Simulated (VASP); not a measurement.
# Rb (Fm-3m) in VASP: single point with PBEsol

Aim: the single point of Rb with PBEsol.

Everything below comes from runs of VASP 6.6.1. Logs are shortened: lines on timing, memory, paths and dates and some standing lists are left out, and cuts for length are marked.

## (1) The cell of the first run

Symmetry: Fm-3m, No. 225, cubic system. The conventional cell has a = 7.039 Å, b = 7.039 Å, c = 7.039 Å, α = 90.00°, β = 90.00°, γ = 90.00°.

## (2) Single point, PBEsol

Contents of INCAR:

```
SYSTEM = Rb
ALGO = Normal
EDIFF = 1E-7
ENCUT = 520
GGA = PS
ISIF = 2
ISMEAR = -1
LASPH = .TRUE.
LCHARG = .FALSE.
LREAL = .FALSE.
LWAVE = .FALSE.
NBANDS = 10
NELM = 100
PREC = Accurate
SIGMA = 0.13605693000000002
```

Contents of KPOINTS:

```
k-points
0
G
  8 8 8
  0 0 0
```

Contents of POSCAR:

```
Rb
1.0
    0.0000000000      3.5196042728      3.5196042728
    3.5196042728      0.0000000000      3.5196042728
    3.5196042728      3.5196042728      0.0000000000
Rb
1
Direct
    0.0000000000      0.0000000000      0.0000000000
```

Potentials or basis: VASP PAW PBE potentials, release 64 (Rb_sv).

Command:

```sh
$ cat potpaw_PBE.64/Rb_sv/POTCAR > POTCAR
$ mpirun -np 1 vasp_std > vasp.out
```

OUTCAR:

```text
SYSTEM = Rb
   EDIFF = 1E-7
   ENCUT = 520
   GGA = PS
   ISIF = 2
   ISMEAR = -1
   LASPH = .TRUE.
   LREAL = .FALSE.
   NELM = 100
   PREC = Accurate

 ion  position               nearest neighbor table
   1  0.000  0.000  0.000-

  LATTYP: Found a face centered cubic cell.
 ALAT       =     7.0392085456

  Lattice vectors:

 A1 = (   0.0000000000,   3.5196042728,   3.5196042728)
 A2 = (   3.5196042728,   0.0000000000,   3.5196042728)
 A3 = (   3.5196042728,   3.5196042728,   0.0000000000)

Analysis of symmetry for initial positions (statically):
=====================================================================
 Subroutine PRICEL returns:
 Original cell was already a primitive cell.

 Routine SETGRP: Setting up the symmetry group for a
 face centered cubic supercell.

 Subroutine GETGRP returns: Found 48 space group operations
 (whereof 48 operations were pure point group operations)
 out of a pool of 48 trial point group operations.

The static configuration has the point symmetry O_h .

Analysis of symmetry for dynamics (positions and initial velocities):
=====================================================================
 Subroutine PRICEL returns:
 Original cell was already a primitive cell.

 Routine SETGRP: Setting up the symmetry group for a
 face centered cubic supercell.

 Subroutine GETGRP returns: Found 48 space group operations
 (whereof 48 operations were pure point group operations)
 out of a pool of 48 trial point group operations.

The dynamic configuration has the point symmetry O_h .

 Subroutine INISYM returns: Found 48 space group operations
 (whereof 48 operations are pure point group operations),
 and found     1 'primitive' translations

----------------------------------------------------------------------------------------

                                     Primitive cell

  volume of cell :      87.1990

  direct lattice vectors                    reciprocal lattice vectors
     0.000000000  3.519604273  3.519604273    -0.142061425  0.142061425  0.142061425
     3.519604273  0.000000000  3.519604273     0.142061425 -0.142061425  0.142061425
     3.519604273  3.519604273  0.000000000     0.142061425  0.142061425 -0.142061425

  length of vectors
     4.977472097  4.977472097  4.977472097     0.246057607  0.246057607  0.246057607

  position of ions in fractional coordinates (direct lattice)
     0.000000000  0.000000000  0.000000000

  ion indices of the primitive-cell ions
   primitive index   ion index
                 1           1

----------------------------------------------------------------------------------------

 KPOINTS: k-points

Automatic generation of k-mesh.
 Grid dimensions read from file:
 generate k-points for:    8    8    8

 Generating k-lattice:

  Cartesian coordinates                     Fractional coordinates (reciprocal lattice)
    -0.017757678  0.017757678  0.017757678     0.125000000  0.000000000  0.000000000
     0.017757678 -0.017757678  0.017757678     0.000000000  0.125000000  0.000000000
     0.017757678  0.017757678 -0.017757678     0.000000000  0.000000000  0.125000000

  Length of vectors
     0.030757201  0.030757201  0.030757201

  Shift w.r.t. Gamma in fractional coordinates (k-lattice)
     0.000000000  0.000000000  0.000000000

 Subroutine IBZKPT returns following result:
 ===========================================

 Found     29 irreducible k-points:

 Following reciprocal coordinates:
            Coordinates               Weight
  0.000000  0.000000  0.000000      1.000000
  0.125000  0.000000  0.000000      8.000000
  0.250000  0.000000  0.000000      8.000000
  0.375000  0.000000  0.000000      8.000000
  0.500000  0.000000  0.000000      4.000000
  0.125000  0.125000  0.000000      6.000000
[... 16 lines left out ...]
  0.500000  0.250000  0.125000     48.000000
 -0.375000  0.250000  0.125000     24.000000
 [... further k-points ...]
   k-points           NKPTS =     29   k-points in BZ     NKDIM =     29   number of bands    NBANDS=     10
   number of dos      NEDOS =    301   number of ions     NIONS =      1
   total plane-waves  NPLWV =  64000
   dimension x,y,z NGX =    40 NGY =   40 NGZ =   40
   dimension x,y,z NGXF=    80 NGYF=   80 NGZF=   80
   ions per type =               1
   NGX,Y,Z   is equivalent  to a cutoff of  13.36, 13.36, 13.36 a.u.
   NGXF,Y,Z  is equivalent  to a cutoff of  26.72, 26.72, 26.72 a.u.
 SYSTEM =  Rb
   PREC   = accura    normal or accurate (medium, high low for compatibility)
   ISTART =      0    job   : 0-new  1-cont  2-samecut
   ICHARG =      2    charge: 1-file 2-atom 10-const
   ISPIN  =      1    spin polarized calculation?
   LNONCOLLINEAR =      F non collinear calculations
   LSORBIT =      F    spin-orbit coupling
   LASPH  =      T    aspherical Exc in radial PAW
   ENCUT  =  520.0 eV  38.22 Ry    6.18 a.u.   9.25  9.25  9.25*2*pi/ulx,y,z
   NELM   =    100;   NELMIN=  2; NELMDL= -5     # of ELM steps
   EDIFF  = 0.1E-06   stopping-criterion for ELM
   LREAL  =      F    real-space projection
   EDIFFG = 0.1E-05   stopping-criterion for IOM
   NSW    =      0    number of steps for IOM
   IBRION =     -1    ionic relax: 0-MD 1-quasi-New 2-CG
   NFREE  =      0    steps in history (QN), initial steepest desc. (CG)
   ISIF   =      2    stress and relaxation
   ISYM   =      2    0-nonsym 1-usesym 2-fastsym
   POTIM  = 0.5000    time-step for ionic-motion
   TEBEG  =    0.0;   TEEND  =   0.0 temperature during run
   PSTRESS=    0.0 pullay stress
   NELECT =       9.0000    total number of electrons
   NUPDOWN=      -1.0000    fix difference up-down
   EMIN   =  10.00;   EMAX   =-10.00  energy-range for DOS
   EFERMI =   0.00;   METHOD = LEGACY
   ISMEAR =    -1;   SIGMA  =   0.14  broadening in eV -4-tet -1-fermi 0-gaus
   EFERMI_NEDOS =   21; number of points for ismear=-14 and -15
   IALGO  =     38    algorithm
   IMIX   =      4    mixing-type and parameters
     AMIX     =   0.40;   BMIX     =  1.00
     AMIX_MAG =   1.60;   BMIX_MAG =  1.00
  volume/ion in A,a.u.               =      87.20       588.45
  Fermi-wavevector in a.u.,A,eV,Ry     =   0.767924  1.451167  8.023464  0.589708
  Thomas-Fermi vector in A             =   1.868586
   LORBIT       =      0    0 simple, 1 ext, 2 COOP (PROOUT), +10 PAW based schemes
   GGA     = PS    functional components
   LHFCALC =     F    Hartree Fock is set to
   AEXX    =    0.0000 exact exchange contribution
   IVDW    =     0    specifies the selected vdW correction
   LEPSILON=     F    determine dielectric tensor
   LRPA    =     F    only Hartree local field effects (RPA)
 non-spin polarized calculation
  energy-cutoff  :      520.00
  volume of cell :       87.20
 maximum number of plane-waves:      2397
 NGX is ok and might be reduce to    40
   NGX = 19   NGY = 19   NGZ = 19

 number of electron       9.0000000 magnetization

 Free energy of the ion-electron system (eV)
  ---------------------------------------------------
  ext. energy  EPLUGINS =         0.00000000
  ---------------------------------------------------
  free energy    TOTEN  =        -1.05166489 eV

  energy without entropy =       -0.99562838  energy(sigma->0) =       -1.02364663

 E-fermi :   0.0185     XC(G=0):  -5.6272

 val. band max:       -0.1022224923   @ k =   0.3750   0.3750   0.0000
 cond. band min:       0.0955050552   @ k =   0.5000   0.3750   0.1250
 fundamental gap:      0.1977275475
 Fermi energy:         0.0185223024

 k-point     1 :       0.0000    0.0000    0.0000
  band No.  band energies     occupation
      1     -28.7864      2.00000
      2     -12.8302      2.00000
      3     -12.8302      2.00000
      4     -12.8302      2.00000
      5      -1.9925      2.00000
      6       3.6747      0.00000
      7       3.6747      0.00000
      8       3.6747      0.00000
      9       5.0605      0.00000
     10       5.0605      0.00000

 k-point     2 :       0.1250    0.0000    0.0000
  band No.  band energies     occupation
      1     -28.7857      2.00000
      2     -12.8468      2.00000
      3     -12.8325      2.00000
      4     -12.8325      2.00000
      5      -1.8120      2.00000
      6       3.2163      0.00000
      7       3.7456      0.00000
      8       3.7456      0.00000
      9       4.8772      0.00000
     10       4.8772      0.00000

 k-point     3 :       0.2500    0.0000    0.0000
  band No.  band energies     occupation
      1     -28.7841      2.00000
      2     -12.8863      2.00000
      3     -12.8378      2.00000
      4     -12.8378      2.00000
      5      -1.2973      1.99987
      6       2.3668      0.00000
      7       3.7426      0.00000
      8       3.7426      0.00000
      9       4.8863      0.00000
     10       4.8863      0.00000

 k-point     4 :       0.3750    0.0000    0.0000
  band No.  band energies     occupation
      1     -28.7824      2.00000
      2     -12.9251      2.00000
      3     -12.8431      2.00000
      4     -12.8431      2.00000
      5      -0.5317      1.96554
      6       1.4532      0.00005
      7       3.5518      0.00000
      8       3.5518      0.00000
      9       5.4666      0.00000
     10       5.4709      0.00000

 k-point     5 :       0.5000    0.0000    0.0000
  band No.  band energies     occupation
      1     -28.7817      2.00000
      2     -12.9409      2.00000
      3     -12.8453      2.00000
      4     -12.8453      2.00000
      5       0.1644      0.50994
      6       0.7248      0.01107
      7       3.4596      0.00000
      8       3.4596      0.00000
      9       5.7881      0.00000
     10       5.8640      0.00000

 k-point     6 :       0.1250    0.1250    0.0000
  band No.  band energies     occupation
      1     -28.7855      2.00000
      2     -12.8464      2.00000
      3     -12.8361      2.00000
      4     -12.8361      2.00000
      5      -1.7522      2.00000
      6       3.1999      0.00000
      7       3.7358      0.00000
      8       3.7358      0.00000
      9       4.3710      0.00000
     10       5.1762      0.00000

 k-point     7 :       0.2500    0.1250    0.0000
  band No.  band energies     occupation
      1     -28.7842      2.00000
      2     -12.8756      2.00000
      3     -12.8425      2.00000
      4     -12.8409      2.00000
      5      -1.3496      1.99991
      6       2.6146      0.00000
      7       3.5540      0.00000
      8       3.7869      0.00000
      9       4.2383      0.00000
     10       5.2654      0.00000

 k-point     8 :       0.3750    0.1250    0.0000
  band No.  band energies     occupation
      1     -28.7825      2.00000
      2     -12.9123      2.00000
      3     -12.8482      2.00000
      4     -12.8479      2.00000
      5      -0.6631      1.98675
      6       1.8041      0.00000
      7       3.1842      0.00000
      8       3.6903      0.00000
      9       4.7402      0.00000
     10       5.6750      0.00000

 k-point     9 :       0.5000    0.1250    0.0000
  band No.  band energies     occupation
      1     -28.7815      2.00000
      2     -12.9340      2.00000
      3     -12.8551      2.00000
      4     -12.8490      2.00000
      5       0.1728      0.48683
      6       0.9339      0.00239
      7       3.0236      0.00000
      8       3.5785      0.00000
      9       5.1452      0.00000
     10       5.9607      0.00000
[... 118 lines left out ...]
 k-point    19 :       0.5000    0.3750    0.0000
  band No.  band energies     occupation
      1     -28.7804      2.00000
      2     -12.9269      2.00000
      3     -12.8753      2.00000
      4     -12.8668      2.00000
      5       0.4886      0.06122
      6       1.7063      0.00001
      7       1.8450      0.00000
      8       4.1257      0.00000
      9       4.3724      0.00000
     10       5.8106      0.00000

 k-point    20 :      -0.3750    0.3750    0.0000
  band No.  band energies     occupation
      1     -28.7803      2.00000
      2     -12.9162      2.00000
      3     -12.8941      2.00000
      4     -12.8621      2.00000
      5       1.0423      0.00108
      6       1.3958      0.00008
      7       1.5637      0.00002
      8       3.8748      0.00000
      9       4.1274      0.00000
     10       5.8141      0.00000

 k-point    21 :       0.5000    0.5000    0.0000
  band No.  band energies     occupation
      1     -28.7802      2.00000
      2     -12.9342      2.00000
      3     -12.8704      2.00000
      4     -12.8704      2.00000
      5       0.6512      0.01894
      6       1.4984      0.00004
      7       1.8505      0.00000
      8       4.6585      0.00000
      9       4.6585      0.00000
     10       5.1523      0.00000

 k-point    22 :       0.3750    0.2500    0.1250
  band No.  band energies     occupation
      1     -28.7828      2.00000
      2     -12.8959      2.00000
      3     -12.8580      2.00000
      4     -12.8447      2.00000
      5      -0.8607      1.99688
      6       2.2712      0.00000
      7       2.8772      0.00000
      8       3.9580      0.00000
      9       4.2630      0.00000
     10       5.6236      0.00000

 k-point    23 :       0.5000    0.2500    0.1250
  band No.  band energies     occupation
      1     -28.7815      2.00000
      2     -12.9167      2.00000
      3     -12.8702      2.00000
      4     -12.8511      2.00000
      5      -0.1207      1.47117
      6       1.6427      0.00001
      7       2.5032      0.00000
      8       3.7209      0.00000
      9       4.7596      0.00000
     10       5.5908      0.00000

 k-point    24 :      -0.3750    0.2500    0.1250
  band No.  band energies     occupation
      1     -28.7809      2.00000
      2     -12.9256      2.00000
      3     -12.8741      2.00000
      4     -12.8545      2.00000
      5       0.6691      0.01663
      6       0.8597      0.00412
      7       2.4693      0.00000
      8       3.5869      0.00000
      9       4.7809      0.00000
     10       5.7867      0.00000

 [... further k-points ...]
[... 5 lines left out ...]
  --------------------------------------------------------------------------------------
  -------------------------------------------------------------------------------------
  Total       -0.0011317     -0.0011317     -0.0011317      0.0000000      0.0000000      0.0000000
  in kB       -0.0207936     -0.0207936     -0.0207936      0.0000000      0.0000000      0.0000000
  external PRESSURE =      -0.0207936 kB  Pullay stress =       0.0000000 kB

 VOLUME and BASIS-vectors are now :
 -----------------------------------------------------------------------------
  energy-cutoff  :      520.00
  volume of cell :       87.20
      direct lattice vectors                 reciprocal lattice vectors
     0.000000000  3.519604273  3.519604273    -0.142061425  0.142061425  0.142061425
     3.519604273  0.000000000  3.519604273     0.142061425 -0.142061425  0.142061425
     3.519604273  3.519604273  0.000000000     0.142061425  0.142061425 -0.142061425

 POSITION                                       TOTAL-FORCE (eV/Angst)
 -----------------------------------------------------------------------------------
      0.00000      0.00000      0.00000        -0.000000     -0.000000     -0.000000
 -----------------------------------------------------------------------------------
    total drift:                               -0.000000     -0.000000     -0.000000

  FREE ENERGIE OF THE ION-ELECTRON SYSTEM (eV)
  ---------------------------------------------------
  free  energy   TOTEN  =        -1.0516648939 eV

  energy  without entropy=       -0.9956283758  energy(sigma->0) =       -1.02364663
```

Wall time 26 s (1 thread of Intel Xeon 6975P-C, shared host); peak memory 0.23 GiB.

Results:

```yaml
Free_energy: -1.0517 eV
Pressure: 0.0 GPa
```

Caveat: the PAW data sets were made with another functional, which shifts forces and pressure a little.
